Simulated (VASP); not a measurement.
HC28 (a cell with a defect), 29 atoms in the cell. The cell holds a defect, 29 atoms: a = 6.526 Å, b = 6.526 Å, c = 9.367 Å, α = 69.61°, β = 69.61°, γ = 60.00°. 

* Program: VASP 6.6.1
* Task: single point
* Functional: PBE
* Potentials or basis: VASP PAW PBE potentials, release 64 (C, H)
* Cutoff: 520 eV
* k mesh: 4 × 4 × 4
* Occupations: gaussian, width 0.1 eV
* Spin: no spin polarisation
* Dipole correction: no
* Further INCAR settings: LREAL = Auto; ALGO = Normal; EDIFF = 1e-06; NBANDS = 76

Potentials or basis: VASP PAW PBE potentials, release 64 (C, H).

Run with:

```console
$ cat potpaw_PBE.64/C/POTCAR potpaw_PBE.64/H/POTCAR > POTCAR
$ mpirun -np 1 vasp_std > vasp.out
```

Hardware: 1 thread of Intel(R) Xeon(R) Platinum 8259CL CPU @ 2.50GHz (Skylake/Cascade Lake), with other jobs on the host.

Q: How long does it take, and how much memory?

A: Wall time 33 min on 1 thread of Intel(R) Xeon(R) Platinum 8259CL CPU @ 2.50GHz (Skylake/Cascade Lake), on a shared host, peak memory 0.73 GiB. Counts: scf iterations 16, k points 36.
